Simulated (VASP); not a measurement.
Runs of VASP 6.6.1 on Li. The structure is that of space group Fm-3m (No. 225), or close to it. The cells are those of the table. 

| task | cell | k mesh | cutoff (eV) | gap on the mesh (eV) | pressure (GPa) | relaxed volume (Å³/atom) |
| --- | --- | --- | --- | --- | --- | --- |
| single point | a = 4.227 Å, 4 atoms | 10 × 10 × 10 | 520 | none | - | - |
| relaxation of cell and atoms | relaxed from a = 4.227 Å, 4 atoms | 10 × 10 × 10 | 600 | none | -0.1 | 18.85 |
| relaxation of cell and atoms | relaxed from a = 4.420 Å, 4 atoms | 9 × 9 × 9 | 600 | none | 0.1 | (a) |
| single point | a = 4.227 Å, 4 atoms | 9 × 9 × 9 | 520 | none | - | - |

Alike in all rows: level LDA; potentials or basis VASP PAW LDA potentials, release 64 (Li_sv); no spin polarisation; smearing methfessel-paxton 0.05 eV.

Problem. Estimate the missing entries.

Solution. (a) 18.54.

Caveats: the cutoff is under 1.25 times the usual one of these potentials, so pressure, stress and relaxed cells hold a basis-set (Pulay) error.

A gap of «none» marks levels without a gap at the run's occupations.
